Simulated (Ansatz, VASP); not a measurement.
One calculation of H, two programs

```
H
1.0
     2.42776    0.00000    0.00000
     0.00000    2.42776    0.00000
     0.00000    0.00000    1.16790
H
1
Direct
  0.00000 0.00000 0.50000
```

Alike in both runs: task single point; functional PBE; dispersion D3(BJ); k mesh 12 × 12 × 30; occupations gaussian, width 0.05 eV; no spin polarisation.

|  | VASP | Ansatz |
| --- | --- | --- |
| version | VASP 6.6.1 | Ansatz 0.2.0 |
| potentials or method | VASP PAW PBE potentials, release 64 (H), cutoff 520 eV | scalar-relativistic, plane waves, PAW |
| valence electrons in the cell | 1 | 1 |

```csv
,VASP,Ansatz,Ansatz less VASP
gap on the k mesh at the Fermi level (eV),none,none,-
pressure (GPa),-14.1,-13.8,+0.26
"traceless stress, the component that is largest in VASP (GPa)",-29.33,-29.26,+0.067
```

A gap of «none» marks a metal or a gap that the smearing closes.
